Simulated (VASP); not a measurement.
Write the native input for VASP 6.6.1 that does the following.

```yaml
Task: single point
Functional: PBEsol
Potentials_or_basis: VASP PAW PBE potentials, release 64 (B, N)
Cutoff: 520 eV
k_mesh: 6 × 6 × 10
Occupations: gaussian, width 0.05 eV
Spin: no spin polarisation
Dipole_correction: no
Further_INCAR_settings: ALGO = Normal; EDIFF = 1e-06; NBANDS = 26
```

The structure of BN lies in POSCAR:

```
BN
1.0
    4.3323000000      0.0000000000      0.0000000000
    0.0000000000      4.3323000000      0.0000000000
    0.0000000000      0.0000000000      2.6903000000
B N
4 4
Direct
    0.1741337327      0.8258662673      0.5000000000
    0.3258662673      0.3258662673      0.0000000000
    0.6741337327      0.6741337327      0.0000000000
    0.8258662673      0.1741337327      0.5000000000
    0.8123909516      0.8123909516      0.5000000000
    0.3123909516      0.6876090484      0.0000000000
    0.6876090484      0.3123909516      0.0000000000
    0.1876090484      0.1876090484      0.5000000000
```

One way to write it, as run:

INCAR

```
PREC     = Accurate       # precision mode
ENCUT    = 520            # plane-wave cutoff, eV
EDIFF    = 1E-6           # SCF threshold, eV
ISMEAR   = 0              # smearing method
SIGMA    = 0.05           # smearing width, eV
LREAL    = False          # projectors in reciprocal space
LASPH    = True           # aspherical terms in the spheres
NELM     = 60             # most SCF steps
ALGO     = Normal         # electronic algorithm
ISIF     = 2              # what is computed and relaxed
LWAVE    = False          # write WAVECAR
LCHARG   = True           # write CHGCAR
GGA      = PS             # functional
LELF     = True           # ELF
LVHAR    = True         
NBANDS   = 26             # bands
```

KPOINTS

```
Automatic mesh
0
Gamma
  6 6 10
```

Potentials or basis: VASP PAW PBE potentials, release 64 (B, N).

Launch:

```sh
$ cat potpaw_PBE.64/B/POTCAR potpaw_PBE.64/N/POTCAR > POTCAR
$ mpirun -np 1 vasp_std > vasp.out
```

It gave:

The pressure is -9.4 GPa and the largest force is 0.670 eV/Å. The band gap on the k mesh is 4.52 eV (least direct gap 4.99 eV).

Caveat: the stress differs along the axes, from -47 to 10 GPa; the PAW data sets were made with another functional, which shifts forces and pressure a little.

Wall time 35 s on 1 thread of AMD EPYC 9R45 96-Core Processor (Zen 5), on a shared host, peak memory 0.16 GiB.
